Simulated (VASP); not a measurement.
# Pt (Im-3m) in VASP: further runs

Pt is run at these levels: revPBE; tasks: single point.

Everything below comes from runs of VASP 6.6.1. Logs are shortened: lines on timing, memory, paths and dates and some standing lists are left out, and cuts for length are marked.

### Step 1. The cell of the first run

Symmetry: Im-3m, No. 229, cubic system. Conventional cell: a = 3.135 Å, b = 3.135 Å, c = 3.135 Å, α = 90.00°, β = 90.00°, γ = 90.00°. Within 3.6 Å of Pt (site symmetry m-3m) lie 14 Pt at 2.72 to 3.14 Å.

### Step 2. Single point, revPBE (volume scaled by 0.96)

Input file INCAR:

```
SYSTEM = Pt
  PREC = Accurate
  ENCUT = 520
  EDIFF = 1E-6
  ISMEAR = -1
  SIGMA = 0.1
  LREAL = .False.
  LASPH = .True.
  NELM = 100
  ALGO = Normal
  ISIF = 2
  LWAVE = .False.
  LCHARG = .True.
  GGA = RE
  LELF = .True.
  LVHAR = .True.
  NBANDS = 11
```

Input file KPOINTS:

```
Automatic mesh
0
Gamma
  16 16 16
  0 0 0
```

Input file POSCAR:

```
Pt
1.0
   -1.5676044979      1.5676044979      1.5676044979
    1.5676044979     -1.5676044979      1.5676044979
    1.5676044979      1.5676044979     -1.5676044979
Pt
1
Direct
    0.0000000000      0.0000000000      0.0000000000
```

Potentials or basis: VASP PAW PBE potentials, release 64 (Pt).

Launch:

```bash
$ cat potpaw_PBE.64/Pt/POTCAR > POTCAR
$ mpirun -np 1 vasp_std > vasp.out
```

OUTCAR:

```text
SYSTEM = Pt
   PREC = Accurate
   ENCUT = 520
   EDIFF = 1E-6
   ISMEAR = -1
   LREAL = .False.
   LASPH = .True.
   NELM = 100
   ISIF = 2
   GGA = RE

 ion  position               nearest neighbor table
   1  0.000  0.000  0.000-

  LATTYP: Found a body centered cubic cell.
 ALAT       =     3.1352089958

  Lattice vectors:

 A1 = (  -1.5676044979,   1.5676044979,   1.5676044979)
 A2 = (   1.5676044979,  -1.5676044979,   1.5676044979)
 A3 = (   1.5676044979,   1.5676044979,  -1.5676044979)

Analysis of symmetry for initial positions (statically):
=====================================================================
 Subroutine PRICEL returns:
 Original cell was already a primitive cell.

 Routine SETGRP: Setting up the symmetry group for a
 body centered cubic supercell.

 Subroutine GETGRP returns: Found 48 space group operations
 (whereof 48 operations were pure point group operations)
 out of a pool of 48 trial point group operations.

The static configuration has the point symmetry O_h .

Analysis of symmetry for dynamics (positions and initial velocities):
=====================================================================
 Subroutine PRICEL returns:
 Original cell was already a primitive cell.

 Routine SETGRP: Setting up the symmetry group for a
 body centered cubic supercell.

 Subroutine GETGRP returns: Found 48 space group operations
 (whereof 48 operations were pure point group operations)
 out of a pool of 48 trial point group operations.

The dynamic configuration has the point symmetry O_h .

 Subroutine INISYM returns: Found 48 space group operations
 (whereof 48 operations are pure point group operations),
 and found     1 'primitive' translations

----------------------------------------------------------------------------------------

                                     Primitive cell

  volume of cell :      15.4088

  direct lattice vectors                    reciprocal lattice vectors
    -1.567604498  1.567604498  1.567604498     0.000000000  0.318958003  0.318958003
     1.567604498 -1.567604498  1.567604498     0.318958003  0.000000000  0.318958003
     1.567604498  1.567604498 -1.567604498     0.318958003  0.318958003  0.000000000

  length of vectors
     2.715170637  2.715170637  2.715170637     0.451074734  0.451074734  0.451074734

  position of ions in fractional coordinates (direct lattice)
     0.000000000  0.000000000  0.000000000

  ion indices of the primitive-cell ions
   primitive index   ion index
                 1           1

----------------------------------------------------------------------------------------

 KPOINTS: Automatic mesh

Automatic generation of k-mesh.
 Grid dimensions read from file:
 generate k-points for:   16   16   16

 Generating k-lattice:

  Cartesian coordinates                     Fractional coordinates (reciprocal lattice)
     0.000000000  0.019934875  0.019934875     0.062500000  0.000000000  0.000000000
     0.019934875  0.000000000  0.019934875     0.000000000  0.062500000  0.000000000
     0.019934875  0.019934875  0.000000000     0.000000000  0.000000000  0.062500000

  Length of vectors
     0.028192171  0.028192171  0.028192171

  Shift w.r.t. Gamma in fractional coordinates (k-lattice)
     0.000000000  0.000000000  0.000000000

 Subroutine IBZKPT returns following result:
 ===========================================

 Found    145 irreducible k-points:

 Following reciprocal coordinates:
            Coordinates               Weight
  0.000000  0.000000  0.000000      1.000000
  0.062500  0.000000  0.000000     12.000000
  0.125000  0.000000  0.000000     12.000000
  0.187500  0.000000  0.000000     12.000000
  0.250000  0.000000  0.000000     12.000000
  0.312500  0.000000  0.000000     12.000000
[... 16 lines left out ...]
  0.187500  0.187500  0.000000     24.000000
  0.250000  0.187500  0.000000     48.000000
 [... further k-points ...]
   k-points           NKPTS =    145   k-points in BZ     NKDIM =    145   number of bands    NBANDS=     11
   number of dos      NEDOS =    301   number of ions     NIONS =      1
   total plane-waves  NPLWV =   8000
   dimension x,y,z NGX =    20 NGY =   20 NGZ =   20
   dimension x,y,z NGXF=    40 NGYF=   40 NGZF=   40
   ions per type =               1
   NGX,Y,Z   is equivalent  to a cutoff of  12.25, 12.25, 12.25 a.u.
   NGXF,Y,Z  is equivalent  to a cutoff of  24.49, 24.49, 24.49 a.u.
 SYSTEM =  Pt
   PREC   = accura    normal or accurate (medium, high low for compatibility)
   ISTART =      0    job   : 0-new  1-cont  2-samecut
   ICHARG =      2    charge: 1-file 2-atom 10-const
   ISPIN  =      1    spin polarized calculation?
   LNONCOLLINEAR =      F non collinear calculations
   LSORBIT =      F    spin-orbit coupling
   LASPH  =      T    aspherical Exc in radial PAW
   ENCUT  =  520.0 eV  38.22 Ry    6.18 a.u.   5.05  5.05  5.05*2*pi/ulx,y,z
   NELM   =    100;   NELMIN=  2; NELMDL= -5     # of ELM steps
   EDIFF  = 0.1E-05   stopping-criterion for ELM
   LREAL  =      F    real-space projection
   EDIFFG = 0.1E-04   stopping-criterion for IOM
   NSW    =      0    number of steps for IOM
   IBRION =     -1    ionic relax: 0-MD 1-quasi-New 2-CG
   NFREE  =      0    steps in history (QN), initial steepest desc. (CG)
   ISIF   =      2    stress and relaxation
   ISYM   =      2    0-nonsym 1-usesym 2-fastsym
   POTIM  = 0.5000    time-step for ionic-motion
   TEBEG  =    0.0;   TEEND  =   0.0 temperature during run
   PSTRESS=    0.0 pullay stress
   NELECT =      10.0000    total number of electrons
   NUPDOWN=      -1.0000    fix difference up-down
   EMIN   =  10.00;   EMAX   =-10.00  energy-range for DOS
   EFERMI =   0.00;   METHOD = LEGACY
   ISMEAR =    -1;   SIGMA  =   0.10  broadening in eV -4-tet -1-fermi 0-gaus
   EFERMI_NEDOS =   21; number of points for ismear=-14 and -15
   IALGO  =     38    algorithm
   IMIX   =      4    mixing-type and parameters
     AMIX     =   0.40;   BMIX     =  1.00
     AMIX_MAG =   1.60;   BMIX_MAG =  1.00
  volume/ion in A,a.u.               =      15.41       103.98
  Fermi-wavevector in a.u.,A,eV,Ry     =   1.417376  2.678452 27.333479  2.008954
  Thomas-Fermi vector in A             =   2.538612
   LORBIT       =      0    0 simple, 1 ext, 2 COOP (PROOUT), +10 PAW based schemes
   GGA     = RE    functional components
   LHFCALC =     F    Hartree Fock is set to
   AEXX    =    0.0000 exact exchange contribution
   IVDW    =     0    specifies the selected vdW correction
   LEPSILON=     F    determine dielectric tensor
   LRPA    =     F    only Hartree local field effects (RPA)
 non-spin polarized calculation
  energy-cutoff  :      520.00
  volume of cell :       15.41
 maximum number of plane-waves:       428
   NGX =  9   NGY =  9   NGZ =  9

 number of electron      10.0000000 magnetization

 number of electron       9.9999997 magnetization

 Free energy of the ion-electron system (eV)
  ---------------------------------------------------
  ext. energy  EPLUGINS =         0.00000000
  ---------------------------------------------------
  free energy    TOTEN  =        -5.48093426 eV

  energy without entropy =       -5.44282091  energy(sigma->0) =       -5.46187759

 E-fermi :  10.7351     XC(G=0): -13.3119

 val. band max:       10.7237246482   @ k =  -0.4375   0.4375   0.4375
 cond. band min:      10.7448675797   @ k =   0.2500   0.0625   0.0625
 fundamental gap:      0.0211429315
 Fermi energy:        10.7350983631

 k-point     1 :       0.0000    0.0000    0.0000
  band No.  band energies     occupation
      1       0.9772      2.00000
      2       7.1019      2.00000
      3       7.1019      2.00000
      4       7.1019      2.00000
      5       9.6659      1.99995
      6       9.6659      1.99995
      7      27.7892      0.00000
      8      27.7892      0.00000
      9      27.7892      0.00000
     10      38.1447      0.00000
     11      38.1447      0.00000

 k-point     2 :       0.0625    0.0000    0.0000
  band No.  band energies     occupation
      1       1.1403      2.00000
      2       7.0367      2.00000
      3       7.1014      2.00000
      4       7.2334      2.00000
      5       9.5808      1.99998
      6       9.6702      1.99995
      7      27.8693      0.00000
      8      27.9353      0.00000
      9      28.0313      0.00000
     10      36.0745      0.00000
     11      36.6871      0.00000

 k-point     3 :       0.1250    0.0000    0.0000
  band No.  band energies     occupation
      1       1.6116      2.00000
      2       6.8559      2.00000
      3       7.0887      2.00000
      4       7.6208      2.00000
      5       9.3901      2.00000
      6       9.6857      1.99994
      7      27.9721      0.00000
      8      28.1124      0.00000
      9      28.7362      0.00000
     10      34.3080      0.00000
     11      34.6307      0.00000

 k-point     4 :       0.1875    0.0000    0.0000
  band No.  band energies     occupation
      1       2.3250      2.00000
      2       6.5973      2.00000
      3       7.0617      2.00000
      4       8.2401      2.00000
      5       9.2373      2.00000
      6       9.7187      1.99992
      7      27.4411      0.00000
      8      27.6867      0.00000
      9      29.8433      0.00000
     10      33.4211      0.00000
     11      33.5942      0.00000

 k-point     5 :       0.2500    0.0000    0.0000
  band No.  band energies     occupation
      1       3.1201      2.00000
      2       6.3087      2.00000
      3       7.1409      2.00000
      4       9.0460      2.00000
      5       9.2234      2.00000
      6       9.7733      1.99987
      7      25.4459      0.00000
      8      26.8127      0.00000
      9      31.2585      0.00000
     10      32.7290      0.00000
     11      33.5719      0.00000
[... 211 lines left out ...]
 k-point    21 :       0.3750    0.1250    0.0000
  band No.  band energies     occupation
      1       4.3353      2.00000
      2       5.7927      2.00000
      3       8.4717      2.00000
      4       9.4523      1.99999
      5      10.3513      1.95783
      6      13.0708      0.00000
      7      18.0864      0.00000
      8      24.0398      0.00000
      9      26.2750      0.00000
     10      34.0864      0.00000
     11      35.3519      0.00000

 k-point    22 :       0.4375    0.1250    0.0000
  band No.  band energies     occupation
      1       4.3134      2.00000
      2       5.7499      2.00000
      3       8.7761      2.00000
      4       9.4313      2.00000
      5      10.5614      1.70066
      6      13.7326      0.00000
      7      17.0115      0.00000
      8      23.7961      0.00000
      9      25.9611      0.00000
     10      34.5839      0.00000
     11      34.9994      0.00000

 k-point    23 :       0.1875    0.1875    0.0000
  band No.  band energies     occupation
      1       4.2330      2.00000
      2       6.3362      2.00000
      3       6.5147      2.00000
      4       9.0581      2.00000
      5       9.9820      1.99893
      6      10.8233      0.58566
      7      23.4629      0.00000
      8      25.4831      0.00000
      9      28.2974      0.00000
     10      30.9610      0.00000
     11      35.6965      0.00000

 k-point    24 :       0.2500    0.1875    0.0000
  band No.  band energies     occupation
      1       4.6598      2.00000
      2       6.1229      2.00000
      3       6.8861      2.00000
      4       9.1941      2.00000
      5      10.0519      1.99785
      6      12.0990      0.00000
      7      21.2239      0.00000
      8      24.2687      0.00000
      9      27.3603      0.00000
     10      31.7834      0.00000
     11      35.9795      0.00000

 [... further k-points ...]
[... 5 lines left out ...]
  --------------------------------------------------------------------------------------
  -------------------------------------------------------------------------------------
  Total        0.9367524      0.9367524      0.9367524      0.0000000      0.0000000     -0.0000000
  in kB       97.4015594     97.4015594     97.4015594      0.0000000      0.0000000     -0.0000000
  external PRESSURE =      97.4015594 kB  Pullay stress =       0.0000000 kB

 VOLUME and BASIS-vectors are now :
 -----------------------------------------------------------------------------
  energy-cutoff  :      520.00
  volume of cell :       15.41
      direct lattice vectors                 reciprocal lattice vectors
    -1.567604498  1.567604498  1.567604498     0.000000000  0.318958003  0.318958003
     1.567604498 -1.567604498  1.567604498     0.318958003  0.000000000  0.318958003
     1.567604498  1.567604498 -1.567604498     0.318958003  0.318958003  0.000000000

 POSITION                                       TOTAL-FORCE (eV/Angst)
 -----------------------------------------------------------------------------------
      0.00000      0.00000      0.00000         0.000000      0.000000      0.000000
 -----------------------------------------------------------------------------------
    total drift:                                0.000000     -0.000000      0.000000

  FREE ENERGIE OF THE ION-ELECTRON SYSTEM (eV)
  ---------------------------------------------------
  free  energy   TOTEN  =        -5.4809342607 eV

  energy  without entropy=       -5.4428209116  energy(sigma->0) =       -5.46187759
```

Run time: 29 s. Hardware: 1 thread of AMD EPYC 7R43 (Zen 3), shared host; peak memory 0.11 GiB.

What came out:

```yaml
Free_energy: -5.4809 eV
Pressure: 9.7 GPa
Band_gap_on_the_k_mesh: zero (band 5 reaches 11.79 eV, above the bottom of band 6 at 9.52 eV)
```

Caveat: the cell differs from its parent crystal (volume scaled by 0.96); the PAW data sets were made with another functional, which shifts forces and pressure a little; spin-orbit coupling is left out, which moves the levels of the heavy elements.

### Step 3. Single point, revPBE

This run uses another cell than the first one, of 16.05 Å³/atom, 1.042 times its volume.

Input file INCAR:

```
ALGO = Normal ; EDIFF = 1E-6
ENCUT = 520 ; GGA = RE
ISIF = 2 ; ISMEAR = -1
LASPH = True ; LCHARG = False
LREAL = False ; LWAVE = False
NBANDS = 11 ; NELM = 80
PREC = Accurate ; SIGMA = 0.1
```

Input file KPOINTS:

```
k-points
0
Gamma
  16 16 16
```

Input file POSCAR:

```
Pt
1.0
   -1.5890812009      1.5890812009      1.5890812009
    1.5890812009     -1.5890812009      1.5890812009
    1.5890812009      1.5890812009     -1.5890812009
Pt
1
Direct
    0.0000000000      0.0000000000      0.0000000000
```

Potentials or basis: VASP PAW PBE potentials, release 64 (Pt).

Launch:

```bash
$ cat potpaw_PBE.64/Pt/POTCAR > POTCAR
$ mpirun -np 1 vasp_std > vasp.out
```

Wall time 27 s (1 thread of AMD EPYC 7R43 (Zen 3), shared host); peak memory 0.11 GiB.

Results (log left out):

```yaml
Free_energy: -5.4993 eV
Pressure: -0.4 GPa
Band_gap_on_the_k_mesh: zero (band 5 reaches 10.97 eV, above the bottom of band 6 at 8.87 eV)
```

Levels at points of the mesh, in eV from the Fermi level:
```tsv
k point	band 2	band 3	band 4	band 5	band 6	band 7	band 8	band 9
(0.00, 0.00, 0.00)	-3.41	-3.41	-3.41	-1.00	-1.00	17.07	17.07	17.07
(0.50, 0.00, 0.00)	-4.80	-1.17	-0.69	0.31	0.99	6.16	13.24	15.72
(0.50, 0.50, 0.50)	-5.94	0.48	0.48	0.48	7.63	7.63	7.63	12.58
```

Caveat: the PAW data sets were made with another functional, which shifts forces and pressure a little; spin-orbit coupling is left out, which moves the levels of the heavy elements.
